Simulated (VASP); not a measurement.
## Au: single point with PBEsol

The system is Au.

```
Au
1.0
     0.00000    1.99346    1.99346
     1.99346    0.00000    1.99346
     1.99346    1.99346    0.00000
Au
1
Direct
  0.00000 0.00000 0.00000
```

This cell differs from its parent crystal: volume scaled by 0.94.

```
Program                : VASP 6.6.1
Task                   : single point
Functional             : PBEsol
Potentials or basis    : VASP PAW PBE potentials, release 64 (Au)
Cutoff                 : 520 eV
k mesh                 : 11 × 11 × 11
Occupations            : fermi-dirac, width 0.05 eV
Spin                   : no spin polarisation
Dipole correction      : no
Further INCAR settings : ALGO = Fast; EDIFF = 1e-06; NBANDS = 12
```

The pressure is 15.0 GPa.

Levels at points of the mesh, in eV from the Fermi level:
| k point | band 4 | band 5 | band 6 | band 7 | band 8 | band 9 |
| --- | --- | --- | --- | --- | --- | --- |
| (0.00, 0.00, 0.00) | -5.05 | -3.31 | -3.31 | 14.42 | 18.83 | 18.83 |

Wall time 6.9 s on 1 thread of Intel(R) Xeon(R) Platinum 8488C (Sapphire Rapids), with other jobs on the host, peak memory 0.14 GiB.

Caveat: the PAW data sets were made with another functional, which shifts forces and pressure a little; spin-orbit coupling is left out, which moves the levels of the heavy elements.
